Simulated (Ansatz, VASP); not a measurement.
# Zn4S3O: VASP beside Ansatz

```
Zn S O
1.0
    -2.62258    2.62258    5.19954
     2.62258   -2.62258    5.19954
     2.62258    2.62258   -5.19954
Zn S O
4 3 1
Direct
  0.66160 0.66160 0.55284
  0.89124 0.33841 0.00000
  0.10876 0.10876 0.44716
  0.33841 0.89124 0.00000
  0.25000 0.75000 0.50000
  0.50000 0.50000 0.00000
  0.75000 0.25000 0.50000
  0.00000 0.00000 0.00000
```

Alike in both runs: task relaxation of cell and atoms; functional PBE; k mesh 8 × 8 × 8; occupations gaussian, width 0.02 eV; no spin polarisation.

|  | VASP | Ansatz |
| --- | --- | --- |
| version | VASP 6.6.1 | Ansatz 0.2.0 |
| potentials or method | VASP PAW PBE potentials, release 64 (Zn, S, O), cutoff 600 eV | scalar-relativistic, plane waves, PAW |
| valence electrons in the cell | 72 | 72 |

```tsv
	VASP	Ansatz	Ansatz less VASP
gap on the k mesh at the Fermi level, each at its own relaxed structure (eV)	1.34	1.34	+0.004
relaxed volume (Å³/atom)	17.93	17.88	-0.053
relaxed length of the cell vector where the two differ most in proportion (Å)	6.394	6.387	-0.0067
```
